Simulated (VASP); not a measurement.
# WC (Imm2) in VASP: a series of runs

The runs below take WC through single point, with PBEsol.

All numbers are computed with VASP 6.6.1; they aren't measurements. Logs are shortened: lines on timing, memory, paths and dates and some standing lists are left out, and cuts for length are marked.

### Step 1. The cell of the first run

The structure is orthorhombic, space group Imm2 (No. 44). Conventional cell: a = 3.101 Å, b = 4.385 Å, c = 3.101 Å, α = 90.00°, β = 90.00°, γ = 90.00°. W (site symmetry mm2) has 4 C at 1.80 to 2.28 Å within 2.4 Å. Within 2.4 Å of C (site symmetry mm2) lie 4 W at 1.80 to 2.28 Å.

### Step 2. Single point, PBEsol (atom 1 (W) moved by (-0.450, -0.450) A along x and z)

Input file INCAR:

```
SYSTEM = WC
ALGO = Normal ; EDIFF = 1E-6
ENCUT = 600 ; GGA = PS
GGA_COMPAT = .False. ; ISIF = 2
ISMEAR = 0 ; LASPH = .True.
LCHARG = .False. ; LREAL = .False.
LWAVE = .False. ; NBANDS = 16
NELM = 120 ; PREC = Accurate
SIGMA = 0.15
```

Input file KPOINTS:

```
k-points
0
Gamma
  18 18 18
  0 0 0
```

Input file POSCAR:

```
WC
1.0
    0.0000000000      2.1926840000      2.1926840000
    2.1926840000      0.0000000000      2.1926840000
    2.1926840000      2.1926840000      0.0000000000
W C
1 1
Direct
    0.0000000000     -0.2052279307      0.0000000000
    0.5000000000      0.5000000000      0.5000000000
```

Potentials or basis: VASP PAW PBE potentials, release 64 (W_sv, C).

The run is started by

```
> cat potpaw_PBE.64/W_sv/POTCAR potpaw_PBE.64/C/POTCAR > POTCAR
> mpirun -np 1 vasp_std > vasp.out
```

OUTCAR:

```text
SYSTEM = WC
   EDIFF = 1E-6
   ENCUT = 600
   GGA = PS
   ISIF = 2
   ISMEAR = 0
   LASPH = .True.
   LREAL = .False.
   NELM = 120
   PREC = Accurate

 ion  position               nearest neighbor table
   1  0.000  0.795  0.000-   2 1.80   2 1.80   2 2.28   2 2.28   2 2.68   2 2.68
   2  0.500  0.500  0.500-   1 1.80   1 1.80   1 2.28   1 2.28   1 2.68   1 2.68

  LATTYP: Found a face centered cubic cell.
 ALAT       =     4.3853680000

  Lattice vectors:

 A1 = (   0.0000000000,   2.1926840000,   2.1926840000)
 A2 = (   2.1926840000,   0.0000000000,   2.1926840000)
 A3 = (   2.1926840000,   2.1926840000,   0.0000000000)

Analysis of symmetry for initial positions (statically):
=====================================================================
 Subroutine PRICEL returns:
 Original cell was already a primitive cell.

 Routine SETGRP: Setting up the symmetry group for a
 face centered cubic supercell.

 Subroutine GETGRP returns: Found  4 space group operations
 (whereof  4 operations were pure point group operations)
 out of a pool of 48 trial point group operations.

The static configuration has the point symmetry C_2v.

Analysis of symmetry for dynamics (positions and initial velocities):
=====================================================================
 Subroutine PRICEL returns:
 Original cell was already a primitive cell.

 Routine SETGRP: Setting up the symmetry group for a
 face centered cubic supercell.

 Subroutine GETGRP returns: Found  4 space group operations
 (whereof  4 operations were pure point group operations)
 out of a pool of 48 trial point group operations.

The dynamic configuration has the point symmetry C_2v.

 Subroutine INISYM returns: Found  4 space group operations
 (whereof  4 operations are pure point group operations),
 and found     1 'primitive' translations

----------------------------------------------------------------------------------------

                                     Primitive cell

  volume of cell :      21.0842

  direct lattice vectors                    reciprocal lattice vectors
     0.000000000  2.192684000  2.192684000    -0.228031034  0.228031034  0.228031034
     2.192684000  0.000000000  2.192684000     0.228031034 -0.228031034  0.228031034
     2.192684000  2.192684000  0.000000000     0.228031034  0.228031034 -0.228031034

  length of vectors
[... 80 lines left out ...]
   ENCUT  =  600.0 eV  44.10 Ry    6.64 a.u.   6.19  6.19  6.19*2*pi/ulx,y,z
   NELM   =    120;   NELMIN=  2; NELMDL= -5     # of ELM steps
   EDIFF  = 0.1E-05   stopping-criterion for ELM
   LREAL  =      F    real-space projection
   EDIFFG = 0.1E-04   stopping-criterion for IOM
   NSW    =      0    number of steps for IOM
   IBRION =     -1    ionic relax: 0-MD 1-quasi-New 2-CG
   NFREE  =      0    steps in history (QN), initial steepest desc. (CG)
   ISIF   =      2    stress and relaxation
   ISYM   =      2    0-nonsym 1-usesym 2-fastsym
   POTIM  = 0.5000    time-step for ionic-motion
   TEBEG  =    0.0;   TEEND  =   0.0 temperature during run
   PSTRESS=    0.0 pullay stress
   NELECT =      18.0000    total number of electrons
   NUPDOWN=      -1.0000    fix difference up-down
   EMIN   =  10.00;   EMAX   =-10.00  energy-range for DOS
   EFERMI =   0.00;   METHOD = LEGACY
   ISMEAR =     0;   SIGMA  =   0.15  broadening in eV -4-tet -1-fermi 0-gaus
   EFERMI_NEDOS =   21; number of points for ismear=-14 and -15
   IALGO  =     38    algorithm
   IMIX   =      4    mixing-type and parameters
     AMIX     =   0.40;   BMIX     =  1.00
     AMIX_MAG =   1.60;   BMIX_MAG =  1.00
  volume/ion in A,a.u.               =      10.54        71.14
  Fermi-wavevector in a.u.,A,eV,Ry     =   1.553029  2.934800 32.815887  2.411900
  Thomas-Fermi vector in A             =   2.657319
   LORBIT       =      0    0 simple, 1 ext, 2 COOP (PROOUT), +10 PAW based schemes
   GGA     = PS    functional components
   LHFCALC =     F    Hartree Fock is set to
   AEXX    =    0.0000 exact exchange contribution
   IVDW    =     0    specifies the selected vdW correction
   LEPSILON=     F    determine dielectric tensor
   LRPA    =     F    only Hartree local field effects (RPA)
 non-spin polarized calculation
 Gauss-broadening in eV      SIGMA  =   0.15
  energy-cutoff  :      600.00
  volume of cell :       21.08
 maximum number of plane-waves:       725
 NGX is ok and might be reduce to    28
   NGX = 13   NGY = 13   NGZ = 13

 number of electron      18.0000000 magnetization

 Free energy of the ion-electron system (eV)
  ---------------------------------------------------
  ext. energy  EPLUGINS =         0.00000000
  ---------------------------------------------------
  free energy    TOTEN  =       -21.02875457 eV

  energy without entropy =      -21.01971466  energy(sigma->0) =      -21.02423461

 E-fermi :  11.7782     XC(G=0): -13.6871

 val. band max:       11.7770378798   @ k =   0.2778   0.0556   0.3333
 cond. band min:      11.7864368590   @ k =   0.3889   0.2222   0.0556
 fundamental gap:      0.0093989792
 Fermi energy:        11.7781607572

 k-point     1 :       0.0000    0.0000    0.0000
  band No.  band energies     occupation
      1     -62.7111      2.00000
      2     -27.0612      2.00000
      3     -26.9049      2.00000
      4     -26.7441      2.00000
      5      -3.4929      2.00000
      6       5.8838      2.00000
[... 433 lines left out ...]
      3     -26.9218      2.00000
      4     -26.7854      2.00000
      5      -3.1961      2.00000
      6       5.5429      2.00000
[... 8 lines left out ...]
     15      22.2615      0.00000
     16      31.2145      0.00000

 [... further k-points ...]

------------------------ aborting loop because EDIFF is reached ----------------------------------------

  FORCE on cell =-STRESS in cart. coord.  units (eV):
  Direction    XX          YY          ZZ          XY          YZ          ZX
  --------------------------------------------------------------------------------------
  -------------------------------------------------------------------------------------
  Total       10.7069844     -1.1104310     10.7069844      0.0000000      0.0000000     -6.3339135
  in kB      813.6162471    -84.3808711    813.6162471      0.0000000      0.0000000   -481.3096566
  external PRESSURE =     514.2838744 kB  Pullay stress =       0.0000000 kB

 VOLUME and BASIS-vectors are now :
 -----------------------------------------------------------------------------
  energy-cutoff  :      600.00
  volume of cell :       21.08
      direct lattice vectors                 reciprocal lattice vectors
     0.000000000  2.192684000  2.192684000    -0.228031034  0.228031034  0.228031034
     2.192684000  0.000000000  2.192684000     0.228031034 -0.228031034  0.228031034
     2.192684000  2.192684000  0.000000000     0.228031034  0.228031034 -0.228031034

 POSITION                                       TOTAL-FORCE (eV/Angst)
 -----------------------------------------------------------------------------------
      1.74268      0.00000      1.74268         5.347598      0.000000      5.347598
      2.19268      2.19268      2.19268        -5.347598     -0.000000     -5.347598
 -----------------------------------------------------------------------------------
    total drift:                               -0.000295     -0.000000     -0.000295

  FREE ENERGIE OF THE ION-ELECTRON SYSTEM (eV)
  ---------------------------------------------------
  free  energy   TOTEN  =       -21.0287545683 eV

  energy  without entropy=      -21.0197146564  energy(sigma->0) =      -21.02423461
```

It took 11 min on 1 thread of Intel Xeon 8259CL, shared host; peak memory 0.46 GiB.

Results:

| Property | Result |
| --- | --- |
| Free energy | -21.0288 eV |
| Pressure | 51.4 GPa |
| Largest force | 7.563 eV/Å |
| Band gap on the k mesh | zero (bands 9 and 10 overlap by 4.46 eV) |

Forces on the atoms (eV/Å):
```
W    5.348  0.000  5.348
C   -5.348  0.000 -5.348
```

Caveat: the cell differs from its parent crystal (atom 1 (W) moved by (-0.450, -0.450) A along x and z); the cell stands under pressure; the PAW data sets were made with another functional, which shifts forces and pressure a little; spin-orbit coupling is left out, which moves the levels of the heavy elements.

### Step 3. Single point, PBEsol (atom 1 (W) moved by (-0.225, -0.225) A along x and z)

Input file INCAR:

```
PREC = Accurate ; ENCUT = 600
EDIFF = 1E-6 ; ISMEAR = 0
SIGMA = 0.15 ; LREAL = False
LASPH = True ; NELM = 120
ALGO = Normal ; ISIF = 2
LWAVE = False ; LCHARG = False
GGA = PS ; NBANDS = 16
GGA_COMPAT = False
```

Input file KPOINTS:

```
Automatic mesh
0
Gamma
  18 18 18
```

Changes to POSCAR since step 2:

```diff
@@ -8,3 +8,3 @@
 Direct
-    0.0000000000     -0.2052279307      0.0000000000
+    0.0000000000     -0.1026139654      0.0000000000
     0.5000000000      0.5000000000      0.5000000000
```

Potentials or basis: VASP PAW PBE potentials, release 64 (W_sv, C).

The run is started by

```
> cat potpaw_PBE.64/W_sv/POTCAR potpaw_PBE.64/C/POTCAR > POTCAR
> mpirun -np 1 vasp_std > vasp.out
```

Run time: 10 min. Hardware: 1 thread of Intel Xeon 8259CL, shared host; peak memory 0.46 GiB.

The run converged. Its results:

```
Free energy            : -22.6002 eV
Pressure               : 6.8 GPa
Largest force          : 2.752 eV/Å
Band gap on the k mesh : zero (bands 9 and 10 overlap by 3.07 eV)
```

Forces on the atoms (eV/Å):
```
W    1.946  0.000  1.946
C   -1.946  0.000 -1.946
```

Stress tensor (GPa, compression positive):
```
14.96  0.00 -5.75
 0.00 -9.64  0.00
-5.75  0.00 14.96
```

Levels at points of the mesh, in eV from the Fermi level:
```csv
k point,band 7,band 8,band 9,band 10,band 11,band 12
"(0.00, 0.00, 0.00)",-3.85,-3.36,-2.58,-1.16,0.90,1.99
"(0.50, 0.00, 0.00)",-6.19,-5.73,0.93,1.03,2.48,3.57
"(0.00, 0.50, 0.00)",-6.56,-6.30,1.10,1.34,2.60,4.69
"(0.50, 0.50, 0.00)",-5.30,-2.68,-1.45,1.66,2.39,2.48
"(0.50, 0.00, 0.50)",-5.43,-3.15,-0.61,2.12,2.48,2.49
```

Caveat: the cell differs from its parent crystal (atom 1 (W) moved by (-0.225, -0.225) A along x and z); the cell stands under pressure; the PAW data sets were made with another functional, which shifts forces and pressure a little; spin-orbit coupling is left out, which moves the levels of the heavy elements.
